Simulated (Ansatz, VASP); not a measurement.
# Se: VASP beside Ansatz

```
CELL_PARAMETERS angstrom
13.20000 0.00000 0.00000
0.00000 13.20000 0.00000
0.00000 0.00000 10.50000
ATOMIC_POSITIONS crystal
Se 0.55479 0.65043 0.55013
Se 0.34232 0.47223 0.55013
Se 0.60288 0.37735 0.55012
Se 0.44521 0.34957 0.44987
Se 0.65768 0.52777 0.44987
Se 0.39712 0.62265 0.44988
```

Alike in both runs: functional PBE; dispersion D3(BJ); k mesh 1 × 1 × 1; occupations gaussian, width 0.01 eV; no spin polarisation.

Ansatz relaxed the structure, and its values are those at the end. VASP's run is a single point on that final structure, the one shown.

|  | VASP | Ansatz |
| --- | --- | --- |
| version | VASP 6.6.1 | Ansatz 0.2.0 |
| potentials or method | VASP PAW PBE potentials, release 64 (Se), cutoff 520 eV | scalar-relativistic, plane waves, PAW |
| valence electrons in the cell | 36 | 96 |

|  | VASP | Ansatz | Ansatz less VASP |
| --- | --- | --- | --- |
| gap on the k mesh at the Fermi level (eV) | 2.31 | 2.31 | +0.005 |
| rms of the force components (eV/Å) | 0.021 | 0.000 | -0.0208 |

VASP's potentials hold 36 valence electrons a cell and Ansatz's 96, so a difference there can come from the potentials and not from the codes.
